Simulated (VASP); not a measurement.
# Ge (P6_3/mmc) in VASP: a series of runs, part 2 of 3

VASP 6.6.1. The steps go on from the part before.

### 3 Single point, PBEsol (strain along c alone, the other axes held: +4.5 %, then relaxed in part)

INCAR reads:

```
SYSTEM = Ge
ALGO = Normal ; EDIFF = 1E-7
ENCUT = 520 ; GGA = PS
ISIF = 2 ; ISMEAR = 0
LASPH = .True. ; LCHARG = .False.
LREAL = .False. ; LWAVE = .False.
NBANDS = 36 ; NELM = 80
PREC = Accurate ; SIGMA = 0.1
```

KPOINTS reads:

```
k-points
0
Gamma
  18 18 8
  0 0 0
```

POSCAR reads:

```
Ge
1.0
    3.9969678618      0.0000000000      0.0000000000
   -1.9984839309      3.4614757064      0.0000000000
    0.0000000000      0.0000000000      6.8932015765
Ge
4
Direct
    0.6666666667      0.3333333333      0.0651118519
    0.3333333333      0.6666666667      0.5651118519
    0.6666666667      0.3333333333      0.4348881481
    0.3333333333      0.6666666667      0.9348881481
```

Potentials or basis: VASP PAW PBE potentials, release 64 (Ge_d).

Launch:

```sh
$ cat potpaw_PBE.64/Ge_d/POTCAR > POTCAR
$ mpirun -np 1 vasp_std > vasp.out
```

OUTCAR:

```text
SYSTEM = Ge
   EDIFF = 1E-7
   ENCUT = 520
   GGA = PS
   ISIF = 2
   ISMEAR = 0
   LASPH = .True.
   LREAL = .False.
   NELM = 80
   PREC = Accurate

 ion  position               nearest neighbor table
   1  0.667  0.333  0.065-   4 2.48   4 2.48   4 2.48   3 2.55
   2  0.333  0.667  0.565-   3 2.48   3 2.48   3 2.48   4 2.55
   3  0.667  0.333  0.435-   2 2.48   2 2.48   2 2.48   1 2.55
   4  0.333  0.667  0.935-   1 2.48   1 2.48   1 2.48   2 2.55

  LATTYP: Found a hexagonal cell.
 ALAT       =     3.9969678618
 C/A-ratio  =     1.7246077064

  Lattice vectors:

 A1 = (   3.9969678618,   0.0000000000,   0.0000000000)
 A2 = (  -1.9984839309,   3.4614757064,   0.0000000000)
 A3 = (   0.0000000000,   0.0000000000,   6.8932015765)

Analysis of symmetry for initial positions (statically):
=====================================================================
 Subroutine PRICEL returns:
 Original cell was already a primitive cell.

 Routine SETGRP: Setting up the symmetry group for a
 hexagonal supercell.

 Subroutine GETGRP returns: Found 24 space group operations
 (whereof 12 operations were pure point group operations)
 out of a pool of 24 trial point group operations.

The static configuration has the point symmetry D_3d.
 The point group associated with its full space group is D_6h.

Analysis of symmetry for dynamics (positions and initial velocities):
=====================================================================
 Subroutine PRICEL returns:
 Original cell was already a primitive cell.

 Routine SETGRP: Setting up the symmetry group for a
 hexagonal supercell.

 Subroutine GETGRP returns: Found 24 space group operations
 (whereof 12 operations were pure point group operations)
 out of a pool of 24 trial point group operations.
[... 121 lines left out ...]
   ISMEAR =     0;   SIGMA  =   0.10  broadening in eV -4-tet -1-fermi 0-gaus
   EFERMI_NEDOS =   21; number of points for ismear=-14 and -15
   IALGO  =     38    algorithm
   IMIX   =      4    mixing-type and parameters
     AMIX     =   0.40;   BMIX     =  1.00
     AMIX_MAG =   1.60;   BMIX_MAG =  1.00
  volume/ion in A,a.u.               =      23.84       160.90
  Fermi-wavevector in a.u.,A,eV,Ry     =   1.370881  2.590590 25.569642  1.879316
  Thomas-Fermi vector in A             =   2.496628
   LORBIT       =      0    0 simple, 1 ext, 2 COOP (PROOUT), +10 PAW based schemes
   GGA     = PS    functional components
   LHFCALC =     F    Hartree Fock is set to
   AEXX    =    0.0000 exact exchange contribution
   IVDW    =     0    specifies the selected vdW correction
   LEPSILON=     F    determine dielectric tensor
   LRPA    =     F    only Hartree local field effects (RPA)
 non-spin polarized calculation
 Gauss-broadening in eV      SIGMA  =   0.10
  energy-cutoff  :      520.00
  volume of cell :       95.37
 maximum number of plane-waves:      2599
 NGX is ok and might be reduce to    30
   NGX = 15   NGY = 15   NGZ = 25

 number of electron      56.0000061 magnetization

 Free energy of the ion-electron system (eV)
  ---------------------------------------------------
  ext. energy  EPLUGINS =         0.00000000
  ---------------------------------------------------
  free energy    TOTEN  =       -19.60049116 eV

  energy without entropy =      -19.59935793  energy(sigma->0) =      -19.59992454

 E-fermi :   4.4865     XC(G=0):  -9.8854

 val. band max:        4.4792881829   @ k =   0.4444   0.0000   0.3750
 cond. band min:       4.5296343056   @ k =   0.0000   0.0000   0.1250
 fundamental gap:      0.0503461228
 Fermi energy:         4.4864808021

 k-point     1 :       0.0000    0.0000    0.0000
  band No.  band energies     occupation
      1     -20.3731      2.00000
      2     -20.3731      2.00000
      3     -20.3418      2.00000
      4     -20.3418      2.00000
      5     -20.3166      2.00000
      6     -20.3096      2.00000
[... 925 lines left out ...]
     35      11.2707      0.00000
     36      12.2580      0.00000

 [... further k-points ...]

------------------------ aborting loop because EDIFF is reached ----------------------------------------

  FORCE on cell =-STRESS in cart. coord.  units (eV):
  Direction    XX          YY          ZZ          XY          YZ          ZX
  --------------------------------------------------------------------------------------
  -------------------------------------------------------------------------------------
  Total       -0.5547814     -0.5547814     -3.7427336      0.0000000     -0.0000000      0.0000000
  in kB       -9.3200785     -9.3200785    -62.8762417      0.0000000     -0.0000000      0.0000000
  external PRESSURE =     -27.1721329 kB  Pullay stress =       0.0000000 kB

 VOLUME and BASIS-vectors are now :
 -----------------------------------------------------------------------------
  energy-cutoff  :      520.00
  volume of cell :       95.37
      direct lattice vectors                 reciprocal lattice vectors
     3.996967862  0.000000000  0.000000000     0.250189652  0.144447063  0.000000000
    -1.998483931  3.461475706  0.000000000     0.000000000  0.288894126  0.000000000
     0.000000000  0.000000000  6.893201577     0.000000000  0.000000000  0.145070471

 POSITION                                       TOTAL-FORCE (eV/Angst)
 -----------------------------------------------------------------------------------
      1.99848      1.15383      0.44883         0.000000      0.000000     -0.004601
     -0.00000      2.30765      3.89543         0.000000      0.000000     -0.004601
      1.99848      1.15383      2.99777         0.000000      0.000000      0.004601
     -0.00000      2.30765      6.44437        -0.000000     -0.000000      0.004601
 -----------------------------------------------------------------------------------
    total drift:                               -0.000000      0.000000      0.000000

  FREE ENERGIE OF THE ION-ELECTRON SYSTEM (eV)
  ---------------------------------------------------
  free  energy   TOTEN  =       -19.6004911601 eV

  energy  without entropy=      -19.5993579297  energy(sigma->0) =      -19.59992454
```

stdout:

```text
POSCAR found type information on POSCAR Ge
 POSCAR found :  1 types and       4 ions
 scaLAPACK will be used
 -----------------------------------------------------------------------------
|                                                                             |
|                                                                             |
|     You enforced a specific xc type in the INCAR file but a different       |
|     I HOPE YOU KNOW WHAT YOU ARE DOING!                                     |
|                                                                             |
 -----------------------------------------------------------------------------

 LDA part: xc-table for (Slater+PW92), standard interpolation
 POSCAR, INCAR and KPOINTS ok, starting setup
 FFT: planning ... GRIDC
 FFT: planning ... GRID_SOFT
 FFT: planning ... GRID
 WAVECAR not read
 entering main loop
```

Run time: 4.5 min. Hardware: 1 thread of Intel Xeon 6975P-C (Granite Rapids), shared host; peak memory 0.53 GiB.

Results:

```yaml
Free_energy: -19.6005 eV
Pressure: -2.7 GPa
Largest_force: 0.005 eV/Å
Band_gap_on_the_k_mesh: zero (bands 28 and 29 overlap by 0.16 eV)
```

Forces on the atoms (eV/Å):
```
Ge   0.000  0.000 -0.005
Ge   0.000  0.000 -0.005
Ge   0.000  0.000  0.005
Ge   0.000  0.000  0.005
```

Stress tensor (GPa, compression positive):
```
-0.93  0.00  0.00
 0.00 -0.93  0.00
 0.00  0.00 -6.29
```

Levels at points of the mesh, in eV from the Fermi level:
| k point | band 25 | band 26 | band 27 | band 28 | band 29 | band 30 | band 31 | band 32 |
| --- | --- | --- | --- | --- | --- | --- | --- | --- |
| (0.00, 0.00, 0.00) | -1.24 | -0.67 | -0.42 | 0.13 | 0.13 | 0.16 | 2.38 | 2.38 |
| (0.50, 0.00, 0.00) | -4.45 | -2.83 | -2.76 | -1.44 | 0.66 | 1.25 | 3.20 | 3.65 |
| (0.00, 0.00, 0.50) | -0.69 | -0.69 | -0.69 | -0.69 | 0.79 | 0.79 | 3.38 | 3.38 |
| (0.50, 0.00, 0.50) | -2.68 | -2.68 | -2.26 | -2.26 | 0.27 | 0.27 | 2.02 | 2.02 |

Caveat: the cell differs from its parent crystal (strain along c alone, the other axes held: +4.5 %, then relaxed in part); the stress differs along the axes, from -6 to -1 GPa; semilocal functionals underestimate gaps, and a narrow one can read as zero; the PAW data sets were made with another functional, which shifts forces and pressure a little.

### 4 Relaxation of shape and atoms at fixed volume, PBEsol (24.18 Å³/atom)

This run uses another cell than the first one, of 24.18 Å³/atom.

INCAR reads:

```
PREC = Accurate
ENCUT = 600
EDIFF = 1E-6
ISMEAR = 0
SIGMA = 0.1
LREAL = F
LASPH = T
NELM = 80
ALGO = Fast
ISIF = 4
LWAVE = F
LCHARG = F
GGA = PS
IBRION = 2
NSW = 50
EDIFFG = -0.01
```

KPOINTS reads:

```
Automatic mesh
0
Gamma
  12 12 6
```

POSCAR reads:

```
Ge
1.0
    4.0778213420      0.0000000000      0.0000000000
   -2.0389106710      3.5314968742      0.0000000000
    0.0000000000      0.0000000000      6.7176206766
Ge
4
Direct
    0.6666666667      0.3333333333      0.0626389548
    0.3333333333      0.6666666667      0.5626389548
    0.6666666667      0.3333333333      0.4373610452
    0.3333333333      0.6666666667      0.9373610452
```

Launch:

```sh
$ cat potpaw_PBE.64/Ge_d/POTCAR > POTCAR
$ mpirun -np 1 vasp_std > vasp.out
```

It took 9.1 min on 1 thread of Oxide Virtual Turin-like, shared host; peak memory 0.35 GiB.

It converged, with:

```yaml
Free_energy: -19.6218 eV
Pressure_after_relaxing: -3.5 GPa
Band_gap_on_the_k_mesh: zero (bands 28 and 29 overlap by 0.01 eV)
```

Forces on the atoms (eV/Å):
```
Ge   0.000  0.000 -0.002
Ge   0.000  0.000 -0.002
Ge   0.000  0.000  0.002
Ge   0.000  0.000  0.002
```

Final structure:
```cif
data_structure
_symmetry_space_group_name_H-M 'P 1'
_symmetry_Int_Tables_number 1
_cell_length_a 4.0778
_cell_length_b 4.0778
_cell_length_c 6.7176
_cell_angle_alpha 90.000
_cell_angle_beta 90.000
_cell_angle_gamma 120.000
_cell_volume 96.74
loop_
_atom_site_label
_atom_site_type_symbol
_atom_site_fract_x
_atom_site_fract_y
_atom_site_fract_z
_atom_site_occupancy
Ge1 Ge 0.66667 0.33333 0.06264 1
Ge2 Ge 0.33333 0.66667 0.56264 1
Ge3 Ge 0.66667 0.33333 0.43736 1
Ge4 Ge 0.33333 0.66667 0.93736 1
```

Levels at points of the mesh, in eV from the Fermi level:
| k point | band 25 | band 26 | band 27 | band 28 | band 29 | band 30 | band 31 | band 32 |
| --- | --- | --- | --- | --- | --- | --- | --- | --- |
| (0.00, 0.00, 0.00) | -1.39 | -0.54 | -0.30 | -0.12 | 0.11 | 0.11 | 2.25 | 2.26 |
| (0.50, 0.00, 0.00) | -4.31 | -2.88 | -2.62 | -1.35 | 0.51 | 1.45 | 3.52 | 3.67 |
| (0.00, 0.00, 0.50) | -0.80 | -0.80 | -0.80 | -0.80 | 0.45 | 0.45 | 3.30 | 3.30 |
| (0.50, 0.00, 0.50) | -2.40 | -2.40 | -2.26 | -2.26 | 0.44 | 0.44 | 2.10 | 2.10 |

Caveat: the relaxation stopped at its first step, so nothing moved; semilocal functionals underestimate gaps, and a narrow one can read as zero; the PAW data sets were made with another functional, which shifts forces and pressure a little.

(Continued in part 3 of 3.)

The gap in the log of VASP goes by the Fermi energy; the results here count the filled bands.